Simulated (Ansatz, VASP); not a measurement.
# Two plane-wave programs on ZrTa3

Contents of INCAR:

```
  PREC = Accurate
  ENCUT = 600
  EDIFF = 1E-7
  ISMEAR = 0
  SIGMA = 0.1
  LREAL = False
  LASPH = True
  NELM = 60
  ALGO = Fast
  ISIF = 3
  LWAVE = False
  LCHARG = False
  GGA = PE
  IBRION = 2
  NSW = 100
  EDIFFG = -0.01
```

The input KPOINTS:

```
regular mesh
0
Gamma
  12 12 12
```

File POSCAR:

```
ZrTa3
1.0
    4.2972949863      0.0000000000      0.0000000000
    0.0000000000      4.2972949863      0.0000000000
    0.0000000000      0.0000000000      4.2972949863
Zr Ta
1 3
Direct
    0.0000000000      0.0000000000      0.0000000000
    0.0000000000      0.5000000000      0.5000000000
    0.5000000000      0.0000000000      0.5000000000
    0.5000000000      0.5000000000      0.0000000000
```

Input for Ansatz:

```yaml
crystal:
  lattice:
    - [4.2972949863, 0.0, 0.0]
    - [0.0, 4.2972949863, 0.0]
    - [0.0, 0.0, 4.2972949863]
  atoms:
    - { symbol: Zr, position: [0.0, 0.0, 0.0] }
    - { symbol: Ta, position: [0.0, 0.5, 0.5] }
    - { symbol: Ta, position: [0.5, 0.0, 0.5] }
    - { symbol: Ta, position: [0.5, 0.5, 0.0] }
basis:
  ecutwfc: 420
kpoints:
  mp_grid: { grid: [12, 12, 12] }
hamiltonian:
  xc: pbe
scf:
  occupations: { method: gaussian, width: 0.1 }
output:
  forces: true
  stress: true
  eigenvalues: true
relax:
  adjacent_minimum: "off"
  f_tol: 0.01
  max_steps: 80
  cell: { stress_tol: 0.05 }
```

Alike in both runs: task relaxation of cell and atoms; functional PBE; k mesh 12 × 12 × 12; occupations gaussian, width 0.1 eV; no spin polarisation.

|  | VASP | Ansatz |
| --- | --- | --- |
| version | VASP 6.6.1 | Ansatz 0.2.0 |
| potentials or method | VASP PAW PBE potentials, release 64 (Zr_sv, Ta_pv), cutoff 600 eV | scalar-relativistic, plane waves, PAW |
| valence electrons in the cell | 45 | 51 |

|  | VASP | Ansatz | Ansatz less VASP |
| --- | --- | --- | --- |
| gap on the k mesh at the Fermi level, each at its own relaxed structure (eV) | none | none | - |
| relaxed volume (Å³/atom) | 19.74 | 19.74 | +0.001 |
| relaxed cell length with the largest relative difference (Å) | 4.290 | 4.290 | 0.0000 |

A gap of «none» marks a metal or a gap that the smearing closes. VASP's potentials hold 45 valence electrons a cell and Ansatz's 51, so a difference there can come from the potentials and not from the codes.

Neither program's run includes spin-orbit coupling.
